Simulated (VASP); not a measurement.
Runs of VASP 6.6.1 on NaH. The structure is that of space group F-43m (No. 216), or close to it. The cells are those of the table. 

| task | level | potentials or basis | cell | k mesh | cutoff (eV) | smearing | grid for exact exchange (PRECFOCK) | share of exact exchange | screening parameter | gap on the mesh (eV) | pressure (GPa) |
| --- | --- | --- | --- | --- | --- | --- | --- | --- | --- | --- | --- |
| single point | r2SCAN | VASP PAW PBE potentials, release 64 (Na_pv, H) | a = 3.673 Å, angles 60.0°, 2 atoms | 8 × 8 × 8 | 520 | fermi-dirac 0.02 eV | - | - | - | 4.05 | (a) |
| dielectric tensor | PBE | VASP PAW PBE potentials, release 64 (Na_pv, H) | a = 3.673 Å, angles 60.0°, 2 atoms | 8 × 8 × 8 | 520 | gaussian 0.01 eV | - | - | - | (b) | - |
| relaxation of cell and atoms | LDA | VASP PAW LDA potentials, release 64 (Na_pv, H) | relaxed from a = 3.691 Å, angles 60.0°, 2 atoms | 8 × 8 × 8 | 600 | fermi-dirac 0.02 eV | - | - | - | 3.31 | 0.0 |
| single point | PBE | VASP PAW PBE potentials, release 64 (Na_pv, H) | a = 3.673 Å, angles 60.0°, 2 atoms | 6 × 6 × 6 | 520 | gaussian 0.01 eV | - | - | - | 3.63 | 0.2 |
| single point | HSE06 | VASP PAW PBE potentials, release 64 (Na_pv, H) | a = 3.675 Å, angles 60.0°, 2 atoms | 6 × 6 × 6 | 520 | fermi-dirac 0.02 eV | Normal | 0.25 | 0.2079 1/Å | 4.63 | 0.0 |

Alike in all rows: no spin polarisation.

Fill in the values left out.

(a) -0.2; (b) 3.61.

Caveats: the structure was generated, so it needn't be the stable form of NaH; the PAW data sets were made with another functional, which shifts forces and pressure a little (at least some runs).

A k mesh can miss the band edges.
